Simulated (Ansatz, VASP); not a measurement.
**B5N in VASP and in Ansatz**

The input INCAR:

```
SYSTEM = B5N
PREC     = Accurate       ! precision mode
ENCUT    = 520            ! plane-wave cutoff, eV
EDIFF    = 1E-6           ! SCF threshold, eV
ISMEAR   = 0              ! smearing method
SIGMA    = 0.1            ! smearing width, eV
LREAL    = .FALSE.        ! projectors in reciprocal space
LASPH    = .TRUE.         ! aspherical terms in the spheres
NELM     = 60             ! most SCF steps
ALGO     = Normal         ! electronic algorithm
ISIF     = 2              ! what is computed and relaxed
LWAVE    = .FALSE.        ! write WAVECAR
LCHARG   = .FALSE.        ! write CHGCAR
GGA      = PE             ! functional
NBANDS   = 19             ! bands
```

File KPOINTS:

```
Automatic mesh
0
G
  6 6 6
  0 0 0
```

File POSCAR:

```
B5N
1.0
    3.9202774600      0.0000000000      0.0000000000
   -1.9601387300      3.3950598700      0.0000000000
    0.0000000000      0.0000000000      3.6636087100
B N
5 1
Direct
    0.6647854400      0.6647854400      0.0000000000
    0.3333333300      0.6666666700      0.5000000000
    0.0000000000      0.3352145600      0.0000000000
    0.3352145600      0.0000000000      0.0000000000
    0.6666666700      0.3333333300      0.5000000000
    0.0000000000      0.0000000000      0.5000000000
```

Input for Ansatz:

```yaml
crystal:
  lattice:
    - [3.92027746, 0.0, 0.0]
    - [-1.96013873, 3.39505987, 0.0]
    - [0.0, 0.0, 3.66360871]
  atoms:
    - { symbol: B, position: [0.66478544, 0.66478544, 0.0] }
    - { symbol: B, position: [0.33333333, 0.66666667, 0.5] }
    - { symbol: B, position: [0.0, 0.33521456, 0.0] }
    - { symbol: B, position: [0.33521456, 0.0, 0.0] }
    - { symbol: B, position: [0.66666667, 0.33333333, 0.5] }
    - { symbol: "N", position: [0.0, 0.0, 0.5] }
basis:
  ecutwfc: 420
kpoints:
  mp_grid: { grid: [6, 6, 6] }
hamiltonian:
  xc: pbe
scf:
  occupations: { method: gaussian, width: 0.1 }
  lower_state_search: "off"
output:
  forces: true
  stress: true
  eigenvalues: true
```

Change from the starting cell: species swapped into the MgPd5 type (P-62m, No. 189).

Alike in both runs: task single point; functional PBE; k mesh 6 × 6 × 6; occupations gaussian, width 0.1 eV; no spin polarisation.

|  | VASP | Ansatz |
| --- | --- | --- |
| version | VASP 6.6.1 | Ansatz 0.2.0 |
| potentials or method | VASP PAW PBE potentials, release 64 (B, N), cutoff 520 eV | scalar-relativistic, plane waves, PAW |
| valence electrons in the cell | 20 | 20 |

VASP gave:

```
gap on the k mesh at the Fermi level (eV) : none
rms of the force components (eV/Å)        : 0.350
```

Problem. What did Ansatz give for the same quantities?

Solution. gap on the k mesh at the Fermi level (eV): none; rms of the force components (eV/Å): 0.349.

Atom by atom the forces differ by 0.001 eV/Å (rms over components). A gap of «none» marks a metal or a gap that the smearing closes. The functional is the same, so the differences come from potentials, cutoffs and numerics.
